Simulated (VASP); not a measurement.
A run of VASP 6.6.1 is set up as follows.

INCAR

```
ALGO = Normal
EDIFF = 1E-6
EDIFFG = -0.01
ENCUT = 600
GGA = PS
IBRION = 2
ISIF = 3
ISMEAR = -1
LASPH = True
LCHARG = False
LREAL = False
LWAVE = False
NELM = 80
NSW = 60
PREC = Accurate
PSTRESS = 300.0
SIGMA = 0.05
```

KPOINTS

```
k-points
0
Gamma
  10 10 3
```

File POSCAR:

```
WS2
1.0
    3.1800000000      0.0000000000      0.0000000000
   -1.5900000000      2.7539607840      0.0000000000
    0.0000000000      0.0000000000     12.5000000000
W S
2 4
Direct
    0.6666666667      0.3333333333      0.7500000000
    0.3333333333      0.6666666667      0.2500000000
    0.6666666667      0.3333333333      0.3750000000
    0.3333333333      0.6666666667      0.8750000000
    0.6666666667      0.3333333333      0.1250000000
    0.3333333333      0.6666666667      0.6250000000
```

Potentials or basis: VASP PAW PBE potentials, release 64 (W_sv, S).

Launch:

```sh
$ cat potpaw_PBE.64/W_sv/POTCAR potpaw_PBE.64/S/POTCAR > POTCAR
$ mpirun -np 1 vasp_std > vasp.out
```

Q: Predict the space group after relaxing (to 0.1 Å).

A: P6_3/mmc (No. 194).

Q: Estimate the relaxed cell.

A: a = 2.976 Å, b = 2.976 Å, c = 10.826 Å, α = 90.00°, β = 90.00°, γ = 120.00°.

Q: Predict the band gap on the k mesh.

A: Zero (bands 26 and 27 overlap by 0.05 eV).

Q: Predict the relaxed volume.

A: 13.84 Å³/atom.

The path:
| step | energy change (eV) | largest force (eV/Å) | pressure (GPa) | volume (Å³) |
| --- | --- | --- | --- | --- |
| 1 | 0.0000 | 0.1344 | -2.56 | 109.47 |
| 2 | 29.1248 | 22.7006 | 321.54 | 60.60 |
| 3 | 0.6769 | 2.3789 | 22.43 | 96.85 |
| 4 | 0.9286 | 2.7987 | 27.01 | 95.23 |
| 5 | 1.0982 | 3.0573 | 29.84 | 94.27 |
| 6 | 1.3752 | 1.0929 | 30.65 | 87.56 |
| 7 | 1.7181 | 0.4740 | 31.68 | 85.42 |
| 8 | 1.5044 | 0.2580 | 27.98 | 83.43 |
| 9 | 1.5494 | 0.4035 | 27.79 | 83.12 |
| 10 | 2.0106 | 0.7788 | 39.77 | 80.99 |
| 11 | 1.6538 | 0.0824 | 31.07 | 82.50 |
| 12 | 1.5304 | 0.0133 | 29.64 | 83.14 |
| 13 | 1.5664 | 0.0344 | 30.03 | 82.94 |
| 14 | 1.5647 | 0.0335 | 30.02 | 82.95 |
| 15 | 1.5571 | 0.0102 | 30.04 | 82.99 |
| 16 | 1.5518 | 0.0057 | 30.06 | 83.02 |

Caveat: the cell is relaxed towards a set pressure, so the run minimises the enthalpy, not the energy; the volume moved by over 15 % at a fixed basis, so the end points are rough; the PAW data sets were made with another functional, which shifts forces and pressure a little; spin-orbit coupling is left out, which moves the levels of the heavy elements.
